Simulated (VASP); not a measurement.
# SrO in VASP: a series of runs, part 2 of 2

VASP 6.6.1. The steps go on from the part before.

## Step 4: Single point, PBE (strain along [111] +2.6%)

Input file INCAR:

```
SYSTEM = SrO
  ALGO = Normal
  EDIFF = 1E-6
  ENCUT = 520
  GGA = PE
  ISIF = 2
  ISMEAR = -1
  LASPH = .TRUE.
  LCHARG = .FALSE.
  LREAL = .FALSE.
  LWAVE = .FALSE.
  NBANDS = 15
  NELM = 60
  PREC = Accurate
  SIGMA = 0.02
```

Input file KPOINTS:

```
k-points
0
G
  8 8 8
  0 0 0
```

Input file POSCAR:

```
SrO
1.0
    0.0445461413      2.6244384936      2.6244384936
    2.6244384936      0.0445461413      2.6244384936
    2.6244384936      2.6244384936      0.0445461413
Sr O
1 1
Direct
    0.0000000000      0.0000000000      0.0000000000
    0.5000000000      0.5000000000      0.5000000000
```

Potentials or basis: VASP PAW PBE potentials, release 64 (Sr_sv, O).

Command:

```
> cat potpaw_PBE.64/Sr_sv/POTCAR potpaw_PBE.64/O/POTCAR > POTCAR
> mpirun -np 1 vasp_std > vasp.out
```

OUTCAR:

```text
SYSTEM = SrO
   EDIFF = 1E-6
   ENCUT = 520
   GGA = PE
   ISIF = 2
   ISMEAR = -1
   LASPH = .TRUE.
   LREAL = .FALSE.
   NELM = 60
   PREC = Accurate

 ion  position               nearest neighbor table
   1  0.000  0.000  0.000-   2 2.60   2 2.60   2 2.60   2 2.60   2 2.60   2 2.60
   2  0.500  0.500  0.500-   1 2.60   1 2.60   1 2.60   1 2.60   1 2.60   1 2.60

  LATTYP: Found a trigonal (rhomboedric) cell.
 ALAT       =     3.7117838262
 COS(alpha) =     0.5168991293

  Lattice vectors:

 A1 = (   0.0445461413,   2.6244384936,   2.6244384936)
 A2 = (   2.6244384936,   0.0445461413,   2.6244384936)
 A3 = (   2.6244384936,   2.6244384936,   0.0445461413)

Analysis of symmetry for initial positions (statically):
=====================================================================
 Subroutine PRICEL returns:
 Original cell was already a primitive cell.

 Routine SETGRP: Setting up the symmetry group for a
 trigonal (rhombohedral) supercell.

 Subroutine GETGRP returns: Found 12 space group operations
 (whereof 12 operations were pure point group operations)
 out of a pool of 12 trial point group operations.

The static configuration has the point symmetry D_3d.

[... 166 lines left out ...]
 k-point     1 :       0.0000    0.0000    0.0000
  band No.  band energies     occupation
      1     -31.0247      2.00000
      2     -13.5458      2.00000
      3     -12.7033      2.00000
      4     -12.6935      2.00000
      5     -12.6935      2.00000
      6       1.4619      2.00000
      7       1.5199      2.00000
      8       1.5199      2.00000
      9       5.2225      0.00000
     10       7.4359      0.00000
     11       7.7211      0.00000
     12       7.7211      0.00000
     13       9.7217      0.00000
     14       9.7217      0.00000
[... 401 lines left out ...]
      2     -14.6089      2.00000
      3     -12.8872      2.00000
      4     -12.7329      2.00000
      5     -11.7908      2.00000
      6      -0.0259      2.00000
      7       0.6773      2.00000
      8       1.0057      2.00000
      9       7.3576      0.00000
     10       7.8518      0.00000
     11       9.0237      0.00000
     12       9.5379      0.00000
     13      11.5515      0.00000
     14      11.8436      0.00000
     15      17.1270      0.00000

 [... further k-points ...]
[... 5 lines left out ...]
  --------------------------------------------------------------------------------------
  -------------------------------------------------------------------------------------
  Total        0.0084571      0.0084571      0.0084571     -0.2134187     -0.2134187     -0.2134187
  in kB        0.3845830      0.3845830      0.3845830     -9.7051707     -9.7051707     -9.7051707
  external PRESSURE =       0.3845830 kB  Pullay stress =       0.0000000 kB

 VOLUME and BASIS-vectors are now :
 -----------------------------------------------------------------------------
  energy-cutoff  :      520.00
  volume of cell :       35.23
      direct lattice vectors                 reciprocal lattice vectors
     0.044546141  2.624438494  2.624438494    -0.195437491  0.192175581  0.192175581
     2.624438494  0.044546141  2.624438494     0.192175581 -0.195437491  0.192175581
     2.624438494  2.624438494  0.044546141     0.192175581  0.192175581 -0.195437491

 POSITION                                       TOTAL-FORCE (eV/Angst)
 -----------------------------------------------------------------------------------
      0.00000      0.00000      0.00000        -0.000000      0.000000     -0.000000
      2.64671      2.64671      2.64671         0.000000     -0.000000      0.000000
 -----------------------------------------------------------------------------------
    total drift:                                0.000000      0.000000      0.000000

  FREE ENERGIE OF THE ION-ELECTRON SYSTEM (eV)
  ---------------------------------------------------
  free  energy   TOTEN  =       -12.0497487345 eV

  energy  without entropy=      -12.0497487345  energy(sigma->0) =      -12.04974873
```

It took 43 s on 1 thread of Intel Xeon 8259CL, shared host; peak memory 0.18 GiB.

Results:

```
Free energy            : -12.0497 eV
Pressure               : 0.0 GPa
Band gap on the k mesh : 3.26 eV (least direct gap 3.37 eV)
```

Caveat: the cell differs from its parent crystal (strain along [111] +2.6%). A k mesh can miss the band edges.

## Step 5: Single point, r2SCAN (uniaxial z strain +2.1%)

Input file POSCAR:

```
SrO
1.0
    0.0000000000      2.5798923523      2.6348440595
    2.5798923523      0.0000000000      2.6348440595
    2.5798923523      2.5798923523      0.0000000000
Sr O
1 1
Direct
    0.0000000000      0.0000000000      0.0000000000
    0.5000000000      0.5000000000      0.5000000000
```

Input file INCAR.step1:

```
SYSTEM = SrO
PREC     = Accurate       ! precision mode
ENCUT    = 520            ! plane-wave cutoff, eV
ISMEAR   = 0              ! smearing method
SIGMA    = 0.01           ! smearing width, eV
LREAL    = .False.        ! projectors in reciprocal space
LASPH    = .True.         ! aspherical terms in the spheres
NELM     = 80             ! most SCF steps
NBANDS   = 15             ! bands
GGA      = PE             ! functional
ALGO     = Normal         ! electronic algorithm
EDIFF    = 1E-4           ! SCF threshold, eV
LWAVE    = .True.         ! write WAVECAR
LCHARG   = .False.        ! write CHGCAR
```

Input file INCAR.step2:

```
SYSTEM = SrO
PREC     = Accurate       ! precision mode
ENCUT    = 520            ! plane-wave cutoff, eV
EDIFF    = 1E-6           ! SCF threshold, eV
ISMEAR   = 0              ! smearing method
SIGMA    = 0.01           ! smearing width, eV
LREAL    = .False.        ! projectors in reciprocal space
LASPH    = .True.         ! aspherical terms in the spheres
NELM     = 80             ! most SCF steps
ALGO     = Normal         ! electronic algorithm
ISIF     = 2              ! what is computed and relaxed
LWAVE    = .False.        ! write WAVECAR
LCHARG   = .False.        ! write CHGCAR
METAGGA  = R2SCAN         ! meta-GGA
LMIXTAU  = .True.       
NBANDS   = 15             ! bands
ISTART   = 1
```

Input file KPOINTS:

```
regular mesh
0
Gamma
  8 8 8
  0 0 0
```

Command:

```
> cat potpaw_PBE.64/Sr_sv/POTCAR potpaw_PBE.64/O/POTCAR > POTCAR
> cp INCAR.step1 INCAR
> mpirun -np 1 vasp_std > vasp.out
> cp INCAR.step2 INCAR
> mpirun -np 1 vasp_std > vasp.out
```

Run time: 2.8 min. Hardware: 1 thread of Intel Xeon 8259CL, shared host; peak memory 0.19 GiB.

The run converged. Its results:

```
Free energy            : -27.0503 eV
Pressure               : -1.3 GPa
Band gap on the k mesh : 3.71 eV (least direct gap 3.81 eV)
```

Stress tensor (GPa, compression positive):
```
-0.47  0.00  0.00
 0.00 -0.47  0.00
 0.00  0.00 -3.01
```

Levels at points of the mesh, in eV from the valence-band top:
```tsv
k point	band 5	band 6	band 7	band 8	band 9	band 10	band 11	band 12
(0.00, 0.00, 0.00)	-14.66	-0.06	0.00	0.00	4.39	6.58	6.74	6.74
(0.50, 0.00, 0.00)	-13.65	-2.08	-1.10	-1.09	6.95	8.79	9.27	9.30
(0.50, 0.50, 0.00)	-14.96	-0.58	-0.10	-0.10	3.79	8.26	10.71	10.74
(0.50, 0.00, 0.50)	-14.99	-0.46	-0.18	-0.10	3.71	8.25	10.69	10.83
```

Caveat: the cell differs from its parent crystal (uniaxial z strain +2.1%); the PAW data sets were made with another functional, which shifts forces and pressure a little. A k mesh can miss the band edges.

## Step 6: Overview

| level | cell | smearing | gap on the mesh (eV) | pressure (GPa) |
| --- | --- | --- | --- | --- |
| PBE | a = 3.688, b = 3.688, c = 3.649 Å, angles 60.3, 60.3, 59.3°, 2 atoms | fermi-dirac 0.02 eV | 3.24 | 0.5 |
| PBE | a = 3.637 Å, angles 62.0°, 2 atoms | fermi-dirac 0.02 eV | 3.21 | -0.7 |
| PBE | a = 3.712 Å, angles 58.9°, 2 atoms | fermi-dirac 0.02 eV | 3.26 | 0.0 |
| r2SCAN | a = 3.688, b = 3.688, c = 3.649 Å, angles 60.3, 60.3, 59.3°, 2 atoms | gaussian 0.01 eV | 3.71 | -1.3 |

Alike in all rows: task single point; potentials or basis VASP PAW PBE potentials, release 64 (Sr_sv, O); no spin polarisation; k mesh 8 × 8 × 8; cutoff (eV) 520.

Caveats: the PAW data sets were made with another functional, which shifts forces and pressure a little (at least some runs).

Total energies depend on the potentials used, so only differences within one code and one set of settings carry meaning.
